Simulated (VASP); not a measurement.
Runs of VASP 6.6.1 on ZnMo3. The structure is that of space group Pm-3m (No. 221), or close to it. The cells are those of the table. 

| level | potentials or basis | cell | gap on the mesh (eV) | pressure (GPa) |
| --- | --- | --- | --- | --- |
| PBE | VASP PAW PBE potentials, release 64 (Zn, Mo_sv) | a = 3.845 Å, 4 atoms | none | 17.9 |
| PBE | VASP PAW PBE potentials, release 64 (Zn, Mo_sv) | a = 4.075 Å, 4 atoms | none | (a) |
| PBE | VASP PAW PBE potentials, release 64 (Zn, Mo_sv) | a = 4.007 Å, 4 atoms | none | -10.2 |
| LDA | VASP PAW LDA potentials, release 64 (Zn, Mo_sv) | a = 3.961 Å, 4 atoms | none | -15.2 |

Alike in all rows: task single point; no spin polarisation; k mesh 10 × 10 × 10; cutoff (eV) 520; smearing gaussian 0.1 eV.

**Question.** Fill in the values left out.

**Answer.** (a) -17.7.

Caveats: the cell stands under tension (at least some runs); the cell stands under pressure (at least some runs).

A k mesh can miss the band edges, and the runs leave out spin-orbit coupling on Mo.

A gap of «none» marks levels without a gap at the run's occupations.
